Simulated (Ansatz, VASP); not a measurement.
BN: VASP beside Ansatz

File INCAR:

```
SYSTEM = BN
ALGO     = Normal         ! electronic algorithm
EDIFF    = 1E-6           ! SCF threshold, eV
ENCUT    = 520            ! plane-wave cutoff, eV
GGA      = PE             ! functional
ISIF     = 2              ! what is computed and relaxed
ISMEAR   = 0              ! smearing method
LASPH    = .True.         ! aspherical terms in the spheres
LCHARG   = .False.        ! write CHGCAR
LREAL    = .False.        ! projectors in reciprocal space
LWAVE    = .False.        ! write WAVECAR
NBANDS   = 26             ! bands
NELM     = 60             ! most SCF steps
PREC     = Accurate       ! precision mode
SIGMA    = 0.05           ! smearing width, eV
```

The input KPOINTS:

```
k-points
0
Gamma
  6 6 10
  0 0 0
```

File POSCAR:

```
BN
1.0
    4.4890000000      0.0000000000      0.0000000000
    0.0000000000      4.4890000000      0.0000000000
    0.0000000000      0.0000000000      2.2433000000
B N
4 4
Direct
    0.1742811368      0.8257188632      0.5000000000
    0.3257188632      0.3257188632      0.0000000000
    0.6742811368      0.6742811368      0.0000000000
    0.8257188632      0.1742811368      0.5000000000
    0.8126115048      0.8126115048      0.5000000000
    0.3126115048      0.6873884952      0.0000000000
    0.6873884952      0.3126115048      0.0000000000
    0.1873884952      0.1873884952      0.5000000000
```

Input for Ansatz:

```yaml
crystal:
  lattice:
    - [4.489, 0.0, 0.0]
    - [0.0, 4.489, 0.0]
    - [0.0, 0.0, 2.2433]
  atoms:
    - { symbol: B, position: [0.1742811368, 0.8257188632, 0.5] }
    - { symbol: B, position: [0.3257188632, 0.3257188632, 0.0] }
    - { symbol: B, position: [0.6742811368, 0.6742811368, 0.0] }
    - { symbol: B, position: [0.8257188632, 0.1742811368, 0.5] }
    - { symbol: "N", position: [0.8126115048, 0.8126115048, 0.5] }
    - { symbol: "N", position: [0.3126115048, 0.6873884952, 0.0] }
    - { symbol: "N", position: [0.6873884952, 0.3126115048, 0.0] }
    - { symbol: "N", position: [0.1873884952, 0.1873884952, 0.5] }
basis:
  ecutwfc: 520.0
kpoints:
  mp_grid: { grid: [6, 6, 10] }
hamiltonian:
  xc: pbe
  pseudopotentials: { kind: paw, azcp: { folder: soft_1 } }
scf:
  occupations: { method: gaussian, width: 0.05 }
output:
  forces: true
  stress: true
  eigenvalues: true
```

Alike in both runs: task single point; functional PBE; k mesh 6 × 6 × 10; occupations gaussian, width 0.05 eV; no spin polarisation.

```csv
,VASP,Ansatz
version,VASP 6.6.1,Ansatz 0.2.0
potentials or method,"VASP PAW PBE potentials, release 64 (B, N), cutoff 520 eV","scalar-relativistic, plane waves, PAW"
valence electrons in the cell,32,32
```

```tsv
	VASP	Ansatz	Ansatz less VASP
gap on the k mesh at the Fermi level (eV)	3.96	3.97	+0.015
least direct gap on the mesh (eV)	5.28	5.29	+0.008
rms of the force components (eV/Å)	0.828	0.808	-0.0199
```

Atom by atom the forces differ by 0.021 eV/Å (rms over components).
